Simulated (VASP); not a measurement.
# HfH3Cl (P1) in VASP: single point with PBE

Aim: the single point of HfH3Cl with PBE.

Program: VASP 6.6.1. These are calculated values, not measurements. Logs are shortened: lines on timing, memory, paths and dates and some standing lists are left out, and cuts for length are marked.

## (1) The cell of the first run

The typed cell holds 10 atoms: a = 3.579 Å, b = 3.583 Å, c = 11.827 Å, α = 88.73°, β = 90.93°, γ = 118.91°.

## (2) Single point, PBE

INCAR reads:

```
PREC = Accurate
ENCUT = 520
EDIFF = 1E-7
ISMEAR = 0
SIGMA = 0.2
LREAL = F
LASPH = T
NELM = 80
ALGO = Normal
ISIF = 2
LWAVE = F
LCHARG = T
GGA = PE
LELF = T
LVHAR = T
NBANDS = 31
```

KPOINTS reads:

```
regular mesh
0
Gamma
  6 6 2
```

POSCAR reads:

```
HfH3Cl
1.0
    3.5790102521      0.0326764887     -0.0299061019
   -1.7605895504      3.1206676307      0.0402631191
   -0.0931871866      0.0954549257     11.8263351171
Hf H Cl
2 6 2
Direct
    0.3673078761      0.7663079887      0.1400680613
    0.7711542932      0.3730788780      0.8599048338
    0.1163234204      0.4755244917      0.9978900688
    0.4127175239      0.6890535629      0.8394766219
    0.0772183748      0.0173544326      0.8579326366
    0.4761256811      0.1142713720      0.0019146039
    0.6827008378      0.4073090130      0.1604535544
    0.0121373747      0.0728723483      0.1423621828
    0.3218748736      0.7505245421      0.3358767446
    0.7624397444      0.3337033709      0.6641206918
```

Potentials or basis: VASP PAW PBE potentials, release 64 (Hf_pv, H, Cl).

Launch:

```
cat potpaw_PBE.64/Hf_pv/POTCAR potpaw_PBE.64/H/POTCAR potpaw_PBE.64/Cl/POTCAR > POTCAR
mpirun -np 1 vasp_std > vasp.out
```

OUTCAR:

```text
PREC = Accurate
   ENCUT = 520
   EDIFF = 1E-7
   ISMEAR = 0
   LREAL = F
   LASPH = T
   NELM = 80
   ISIF = 2
   GGA = PE

 ion  position               nearest neighbor table
   1  0.367  0.766  0.140-   6 1.96   3 1.96   8 2.02   7 2.03   8 2.04   7 2.09   7 2.16   8 2.18
                             9 2.32   2 3.82   2 3.82
   2  0.771  0.373  0.860-   6 1.96   3 1.96   5 2.02   4 2.03   5 2.04   4 2.09   4 2.17   5 2.18
                            10 2.32   1 3.82   1 3.82
   3  0.116  0.476  0.998-   1 1.96   2 1.96
   4  0.413  0.689  0.839-   2 2.03   2 2.09   2 2.17
   5  0.077  0.017  0.858-   2 2.02   2 2.04   2 2.18
   6  0.476  0.114  0.002-   1 1.96   2 1.96
   7  0.683  0.407  0.160-   1 2.03   1 2.09   1 2.16
   8  0.012  0.073  0.142-   1 2.02   1 2.04   1 2.18
   9  0.322  0.751  0.336-   1 2.32
  10  0.762  0.334  0.664-   2 2.32

  LATTYP: Found a triclinic cell.
 ALAT       =     3.5832754771
 B/A-ratio  =     0.9988861812
 C/A-ratio  =     3.3006358389
 COS(alpha) =     0.0161596457
 COS(beta)  =     0.0221358893
 COS(gamma) =     0.4834407856

  Lattice vectors:

 A1 = (  -1.7605895504,   3.1206676307,   0.0402631191)
 A2 = (  -3.5790102521,  -0.0326764887,   0.0299061019)
 A3 = (  -0.0931871866,   0.0954549257,  11.8263351171)

Analysis of symmetry for initial positions (statically):
=====================================================================
 Subroutine PRICEL returns:
 Original cell was already a primitive cell.

 Routine SETGRP: Setting up the symmetry group for a
 triclinic supercell.

 Subroutine GETGRP returns: Found  1 space group operations
 (whereof  1 operations were pure point group operations)
 out of a pool of  2 trial point group operations.

The static configuration has the point symmetry C_1 .

Analysis of symmetry for dynamics (positions and initial velocities):
=====================================================================
 Subroutine PRICEL returns:
 Original cell was already a primitive cell.

 Routine SETGRP: Setting up the symmetry group for a
 triclinic supercell.

 Subroutine GETGRP returns: Found  1 space group operations
 (whereof  1 operations were pure point group operations)
 out of a pool of  2 trial point group operations.

The dynamic configuration has the point symmetry C_1 .

 Subroutine INISYM returns: Found  1 space group operations
 (whereof  1 operations are pure point group operations),
 and found     1 'primitive' translations

----------------------------------------------------------------------------------------

                                     Primitive cell

  volume of cell :     132.7500

  direct lattice vectors                    reciprocal lattice vectors
     3.579010252  0.032676489 -0.029906102     0.277982829  0.156817865  0.000924665
    -1.760589550  3.120667631  0.040263119    -0.002932564  0.318823283 -0.002596454
    -0.093187187  0.095454926 11.826335117     0.000712939 -0.000688887  0.084568227

  length of vectors
     3.579284358  3.583275477 11.827087460     0.319166338  0.318847342  0.084574038

  position of ions in fractional coordinates (direct lattice)
     0.367307876  0.766307989  0.140068061
     0.771154293  0.373078878  0.859904834
     0.116323420  0.475524492  0.997890069
     0.412717524  0.689053563  0.839476622
     0.077218375  0.017354433  0.857932637
     0.476125681  0.114271372  0.001914604
     0.682700838  0.407309013  0.160453554
     0.012137375  0.072872348  0.142362183
     0.321874874  0.750524542  0.335876745
     0.762439744  0.333703371  0.664120692

  ion indices of the primitive-cell ions
   primitive index   ion index
                 1           1
                 2           2
                 3           3
                 4           4
                 5           5
                 6           6
                 7           7
                 8           8
                 9           9
                10          10

----------------------------------------------------------------------------------------

 KPOINTS: regular mesh

Automatic generation of k-mesh.
 Grid dimensions read from file:
 generate k-points for:    6    6    2

 Generating k-lattice:

  Cartesian coordinates                     Fractional coordinates (reciprocal lattice)
     0.046330472  0.026136311  0.000154111     0.166666667 -0.000000000 -0.000000000
    -0.000488761  0.053137214 -0.000432742     0.000000000  0.166666667 -0.000000000
     0.000356470 -0.000344444  0.042284114     0.000000000 -0.000000000  0.500000000

  Length of vectors
     0.053194390  0.053141224  0.042287019

  Shift w.r.t. Gamma in fractional coordinates (k-lattice)
     0.000000000  0.000000000  0.000000000

 Subroutine IBZKPT returns following result:
 ===========================================

 Found     40 irreducible k-points:

 Following reciprocal coordinates:
            Coordinates               Weight
  0.000000  0.000000  0.000000      1.000000
  0.166667 -0.000000  0.000000      2.000000
  0.333333 -0.000000 -0.000000      2.000000
  0.500000 -0.000000  0.000000      1.000000
 -0.000000  0.166667 -0.000000      2.000000
  0.166667  0.166667  0.000000      2.000000
[... 16 lines left out ...]
  0.333333 -0.000000  0.500000      2.000000
  0.500000 -0.000000  0.500000      1.000000
 [... further k-points ...]
   k-points           NKPTS =     40   k-points in BZ     NKDIM =     40   number of bands    NBANDS=     31
   number of dos      NEDOS =    301   number of ions     NIONS =     10
   total plane-waves  NPLWV =  70560
   dimension x,y,z NGX =    28 NGY =   28 NGZ =   90
   dimension x,y,z NGXF=    56 NGYF=   56 NGZF=  180
   ions per type =               2   6   2
   NGX,Y,Z   is equivalent  to a cutoff of  13.01, 12.99, 12.65 a.u.
   NGXF,Y,Z  is equivalent  to a cutoff of  26.01, 25.98, 25.30 a.u.
 SYSTEM =  unknown system
   PREC   = accura    normal or accurate (medium, high low for compatibility)
   ISTART =      0    job   : 0-new  1-cont  2-samecut
   ICHARG =      2    charge: 1-file 2-atom 10-const
   ISPIN  =      1    spin polarized calculation?
   LNONCOLLINEAR =      F non collinear calculations
   LSORBIT =      F    spin-orbit coupling
   LASPH  =      T    aspherical Exc in radial PAW
   ENCUT  =  520.0 eV  38.22 Ry    6.18 a.u.   6.66  6.66 21.99*2*pi/ulx,y,z
   NELM   =     80;   NELMIN=  2; NELMDL= -5     # of ELM steps
   EDIFF  = 0.1E-06   stopping-criterion for ELM
   LREAL  =      F    real-space projection
   EDIFFG = 0.1E-05   stopping-criterion for IOM
   NSW    =      0    number of steps for IOM
   IBRION =     -1    ionic relax: 0-MD 1-quasi-New 2-CG
   NFREE  =      0    steps in history (QN), initial steepest desc. (CG)
   ISIF   =      2    stress and relaxation
   ISYM   =      2    0-nonsym 1-usesym 2-fastsym
   POTIM  = 0.5000    time-step for ionic-motion
   TEBEG  =    0.0;   TEEND  =   0.0 temperature during run
   PSTRESS=    0.0 pullay stress
   NELECT =      40.0000    total number of electrons
   NUPDOWN=      -1.0000    fix difference up-down
   EMIN   =  10.00;   EMAX   =-10.00  energy-range for DOS
   EFERMI =   0.00;   METHOD = LEGACY
   ISMEAR =     0;   SIGMA  =   0.20  broadening in eV -4-tet -1-fermi 0-gaus
   EFERMI_NEDOS =   21; number of points for ismear=-14 and -15
   IALGO  =     38    algorithm
   IMIX   =      4    mixing-type and parameters
     AMIX     =   0.40;   BMIX     =  1.00
     AMIX_MAG =   1.60;   BMIX_MAG =  1.00
  volume/ion in A,a.u.               =      13.27        89.58
  Fermi-wavevector in a.u.,A,eV,Ry     =   1.097531  2.074032 16.389218  1.204574
  Thomas-Fermi vector in A             =   2.233892
   LORBIT       =      0    0 simple, 1 ext, 2 COOP (PROOUT), +10 PAW based schemes
   GGA     = PE    functional components
   LHFCALC =     F    Hartree Fock is set to
   AEXX    =    0.0000 exact exchange contribution
   IVDW    =     0    specifies the selected vdW correction
   LEPSILON=     F    determine dielectric tensor
   LRPA    =     F    only Hartree local field effects (RPA)
 non-spin polarized calculation
 Gauss-broadening in eV      SIGMA  =   0.20
  energy-cutoff  :      520.00
  volume of cell :      132.75
 maximum number of plane-waves:      3606
 NGX is ok and might be reduce to    28
   NGX = 13   NGY = 13   NGZ = 43

 number of electron      40.0000001 magnetization

 Free energy of the ion-electron system (eV)
  ---------------------------------------------------
  ext. energy  EPLUGINS =         0.00000000
  ---------------------------------------------------
  free energy    TOTEN  =       -49.25489657 eV

  energy without entropy =      -49.25280523  energy(sigma->0) =      -49.25385090

 E-fermi :   1.5097     XC(G=0):  -8.8787

 val. band max:        1.2856474309   @ k =   0.0000   0.0000   0.5000
 cond. band min:       1.8229984807   @ k =   0.5000   0.3333   0.0000
 fundamental gap:      0.5373510498
 Fermi energy:         1.5097196411

 k-point     1 :       0.0000    0.0000    0.0000
  band No.  band energies     occupation
      1     -29.9100      2.00000
      2     -29.8805      2.00000
      3     -29.8404      2.00000
      4     -29.7974      2.00000
      5     -29.7371      2.00000
      6     -29.7230      2.00000
[... 23 lines left out ...]
     30       6.9943      0.00000
     31       8.3670      0.00000

 k-point     2 :       0.1667   -0.0000    0.0000
  band No.  band energies     occupation
      1     -29.9217      2.00000
      2     -29.8967      2.00000
      3     -29.8527      2.00000
      4     -29.8055      2.00000
      5     -29.7770      2.00000
      6     -29.7480      2.00000
[... 740 lines left out ...]
 k-point    24 :       0.5000   -0.0000    0.5000
  band No.  band energies     occupation
      1     -30.0492      2.00000
      2     -29.9459      2.00000
      3     -29.9029      2.00000
      4     -29.8305      2.00000
      5     -29.8230      2.00000
      6     -29.7820      2.00000
[... 23 lines left out ...]
     30       8.1148      0.00000
     31       8.9526      0.00000

 [... further k-points ...]

------------------------ aborting loop because EDIFF is reached ----------------------------------------

  FORCE on cell =-STRESS in cart. coord.  units (eV):
  Direction    XX          YY          ZZ          XY          YZ          ZX
  --------------------------------------------------------------------------------------
  -------------------------------------------------------------------------------------
  Total       -0.2937332     -0.2755980     -0.6113622      0.0539935     -0.0008118     -0.0189065
  in kB       -3.5451050     -3.3262286     -7.3786123      0.6516547     -0.0097980     -0.2281853
  external PRESSURE =      -4.7499820 kB  Pullay stress =       0.0000000 kB

 VOLUME and BASIS-vectors are now :
 -----------------------------------------------------------------------------
  energy-cutoff  :      520.00
  volume of cell :      132.75
      direct lattice vectors                 reciprocal lattice vectors
     3.579010252  0.032676489 -0.029906102     0.277982829  0.156817865  0.000924665
    -1.760589550  3.120667631  0.040263119    -0.002932564  0.318823283 -0.002596454
    -0.093187187  0.095454926 11.826335117     0.000712939 -0.000688887  0.084568227

 POSITION                                       TOTAL-FORCE (eV/Angst)
 -----------------------------------------------------------------------------------
     -0.04761      2.41677      1.67636        -0.004666     -0.005464      0.083834
      2.02300      1.27154     10.16148        -0.003721     -0.006511     -0.074396
     -0.51387      1.58301     11.81705        -0.009362      0.003983     -0.001399
      0.18575      2.24393      9.94333         0.012692     -0.001515     -0.002136
      0.16586      0.13857     10.14459        -0.001189      0.001614      0.000964
      1.50270      0.37234      0.01300         0.006963      0.000154      0.002536
      1.71134      1.30870      1.89356        -0.006365      0.004703     -0.007468
     -0.09812      0.24140      1.68619         0.002818     -0.002043     -0.003899
     -0.20067      2.38472      3.99278         0.003049      0.001696     -0.096639
      2.07938      1.12968      7.84475        -0.000218      0.003383      0.098603
 -----------------------------------------------------------------------------------
    total drift:                               -0.000082     -0.000147      0.000011

  FREE ENERGIE OF THE ION-ELECTRON SYSTEM (eV)
  ---------------------------------------------------
  free  energy   TOTEN  =       -49.2548965701 eV

  energy  without entropy=      -49.2528052296  energy(sigma->0) =      -49.25385090
```

It took 98 s on 1 thread of AMD EPYC 9R45 (Zen 5), shared host; peak memory 0.31 GiB.

What came out:

| Item | Value |
| --- | --- |
| Free energy | -49.2549 eV |
| Pressure | -0.5 GPa |
| Largest force | 0.099 eV/Å |
| Band gap on the k mesh | 0.54 eV (least direct gap 0.65 eV) |

Forces on the atoms (eV/Å):
```
Hf  -0.005 -0.005  0.084
Hf  -0.004 -0.007 -0.074
H   -0.009  0.004 -0.001
H    0.013 -0.002 -0.002
H   -0.001  0.002  0.001
H    0.007  0.000  0.003
H   -0.006  0.005 -0.007
H    0.003 -0.002 -0.004
Cl   0.003  0.002 -0.097
Cl   0.000  0.003  0.099
```

Levels at points of the mesh, in eV from the valence-band top:
```csv
k point,band 17,band 18,band 19,band 20,band 21,band 22,band 23,band 24
"(0.00, 0.00, 0.00)",-1.45,-0.88,-0.38,0.00,0.65,0.88,1.09,1.17
"(0.50, 0.00, 0.00)",-2.28,-2.04,-1.90,-1.71,1.42,2.92,3.01,3.53
"(0.00, 0.50, 0.00)",-2.27,-2.05,-1.90,-1.71,1.44,2.92,3.00,3.52
"(0.50, 0.50, 0.00)",-2.53,-2.30,-1.96,-1.56,0.57,2.04,3.17,3.75
"(0.00, 0.00, 0.50)",-1.45,-0.88,-0.38,0.00,0.65,0.88,1.09,1.17
"(0.50, 0.00, 0.50)",-2.22,-1.98,-1.91,-1.66,1.42,2.86,2.98,3.48
"(0.00, 0.50, 0.50)",-2.21,-1.99,-1.91,-1.66,1.44,2.87,2.98,3.48
"(0.50, 0.50, 0.50)",-2.47,-2.27,-1.99,-1.52,0.61,1.97,3.15,3.75
```

Caveat: semilocal functionals underestimate gaps, and a narrow one can read as zero; spin-orbit coupling is left out, which moves the levels of the heavy elements.
